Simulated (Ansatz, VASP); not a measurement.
Cd: VASP beside Ansatz

```
Cd
1.0
     2.89551    0.00000    0.00000
    -1.44776    2.50759    0.00000
     0.00000    0.00000    5.53934
Cd
2
Cartesian
  0.0000 1.6717 1.3848
  1.4478 0.8359 4.1545
```

Alike in both runs: functional LDA; k mesh 18 × 18 × 8; occupations gaussian, width 0.1 eV; no spin polarisation.

Ansatz relaxed the structure, and its values are those at the end. VASP's run is a single point on that final structure, the one shown.

```csv
,VASP,Ansatz
version,VASP 6.6.1,Ansatz 0.2.0
potentials or method,"VASP PAW LDA potentials, release 64 (Cd), cutoff 520 eV","scalar-relativistic, plane waves, PAW"
valence electrons in the cell,24,40
```

VASP gave:

| Quantity | Value |
| --- | --- |
| gap on the k mesh at the Fermi level (eV) | none |
| pressure (GPa) | 0.7 |

Question: What did Ansatz give for the same quantities?

Answer: gap on the k mesh at the Fermi level (eV): none; pressure (GPa): 0.0.

LDA's correlation is that of Perdew and Zunger in VASP and of Perdew and Wang (1992) in Ansatz. A gap of «none» marks a metal or a gap that the smearing closes. VASP's potentials hold 24 valence electrons a cell and Ansatz's 40, so a difference there can come from the potentials and not from the codes.
